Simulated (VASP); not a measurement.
Set up this calculation in VASP 6.6.1, as the native input.

- Task: single point
- Functional: PBE
- Potentials or basis: VASP PAW PBE potentials, release 64 (Al)
- Cutoff: 500 eV
- k mesh: 6 × 6 × 4
- Occupations: gaussian, width 0.1 eV
- Spin: no spin polarisation
- Dipole correction: no
- Further INCAR settings: ALGO = Normal; EDIFF = 1e-06; NBANDS = 12

The structure of Al lies in POSCAR:

```
Al
1.0
    4.3660544961      0.0000000001      0.0000000000
   -2.1830272481      3.7811141079      0.0000000000
    0.0000000000      0.0000000000      3.2032494520
Al
3
Direct
    0.3332657867      0.0000000000      0.3333333333
    0.0000000000      0.3332657867      0.6666666667
    0.6667342133      0.6667342133      0.0000000000
```

The input as run:

INCAR

```
SYSTEM = Al
PREC = Accurate ; ENCUT = 500
EDIFF = 1E-6 ; ISMEAR = 0
SIGMA = 0.1 ; LREAL = .False.
LASPH = .True. ; NELM = 120
ALGO = Normal ; ISIF = 2
LWAVE = .False. ; LCHARG = .False.
GGA = PE ; NBANDS = 12
GGA_COMPAT = .False.
```

KPOINTS

```
regular mesh
0
Gamma
  6 6 4
  0 0 0
```

Potentials or basis: VASP PAW PBE potentials, release 64 (Al).

Run with:

```bash
$ cat potpaw_PBE.64/Al/POTCAR > POTCAR
$ mpirun -np 1 vasp_std > vasp.out
```

Results of the run:

| Quantity | Value |
| --- | --- |
| Pressure | -0.1 GPa |

Caveat: the k points lie up to 0.49 Å⁻¹ apart.

Wall time 3.9 s on 1 thread of Intel(R) Xeon(R) 6975P-C (Granite Rapids), on a shared host, peak memory 0.15 GiB.
